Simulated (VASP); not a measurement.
KCl:

```
K Cl
1.0
     5.39187    0.00000    0.00000
    -2.69593    4.66950    0.00000
     0.00000    0.00000    6.32132
K Cl
2 2
Direct
  0.33333 0.66667 0.93750
  0.66667 0.33333 0.43750
  0.33333 0.66667 0.43750
  0.66667 0.33333 0.93750
```

| Item | Value |
| --- | --- |
| Program | VASP 6.6.1 |
| Task | relaxation of cell and atoms |
| Functional | LDA |
| Potentials or basis | VASP PAW LDA potentials, release 64 (K_sv, Cl) |
| Cutoff | 600 eV |
| k mesh | 6 × 6 × 4 |
| Occupations | fermi-dirac, width 0.02 eV |
| Spin | no spin polarisation |

At the start: pressure -1.7 GPa; volume 39.79 Å³/atom.

**Question.** How do energy, volume and symmetry change on relaxing?

**Answer.** Over 8 steps the energy falls by 29.2 meV/atom and the volume is 35.01 Å³/atom (-12.0 %); space group P6_3/mmc (No. 194, to 0.1 Å) before and after.

Step by step:
```csv
step,energy change (eV),largest force (eV/Å),pressure (GPa),volume (Å³)
1,0.0000,0.0000,-1.71,159.15
2,-0.0844,0.0000,-1.02,149.56
3,-0.1158,0.0000,-0.14,141.27
4,-0.1161,0.0000,0.00,140.21
5,-0.1161,0.0000,-0.05,140.57
6,-0.1166,0.0000,-0.04,140.43
7,-0.1167,0.0000,-0.04,140.28
8,-0.1168,0.0000,-0.01,140.04
```

Final structure:
```xyz
4
Lattice="5.1746 0.0000 0.0000 -2.5873 4.4814 0.0000 0.0000 0.0000 6.0391" Properties=species:S:1:pos:R:3 pbc="T T T"
K     0.0000    2.9876    5.6617
K     2.5873    1.4938    2.6421
Cl    0.0000    2.9876    2.6421
Cl    2.5873    1.4938    5.6617
```

Caveat: the structure was generated, so it needn't be the stable form of KCl.
